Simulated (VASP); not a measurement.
A run of VASP 6.6.1 is set up as follows.

File INCAR:

```
PREC = Accurate
ENCUT = 520
EDIFF = 1E-6
ISMEAR = 0
SIGMA = 0.01
LREAL = F
LASPH = T
NELM = 150
ALGO = Normal
ISIF = 2
LWAVE = F
LCHARG = F
MAGMOM = 0 0 0 0 0 0 0 0 0 0 0 0 0 0 0
LORBIT = 11
LSORBIT = T
GGA_COMPAT = F
LORBMOM = T
LMAXMIX = 4
GGA = PE
NBANDS = 55
```

File KPOINTS:

```
Automatic mesh
0
Gamma
  6 6 6
```

Contents of POSCAR:

```
SrTiO3
1.0
    3.9068515016      0.0000000000      0.0000000000
    0.0000000000      3.9068515016      0.0000000000
    0.0000000000      0.0000000000      3.9068515016
Sr Ti O
1 1 3
Direct
    0.0000000000      0.0000000000      0.0000000000
    0.5000000000      0.5000000000      0.5000000000
    0.5000000000      0.5000000000      0.0000000000
    0.5000000000      0.0000000000      0.5000000000
    0.0000000000      0.5000000000      0.5000000000
```

Potentials or basis: VASP PAW PBE potentials, release 64 (Sr_sv, Ti_sv, O).

Run with:

```sh
$ cat potpaw_PBE.64/Sr_sv/POTCAR potpaw_PBE.64/Ti_sv/POTCAR potpaw_PBE.64/O/POTCAR > POTCAR
$ mpirun -np 1 vasp_ncl > vasp.out
```

(1) Predict the net moment.

(2) Predict the pressure.

## Answers

(1) 0.00 μB per cell.

(2) 4.7 GPa.
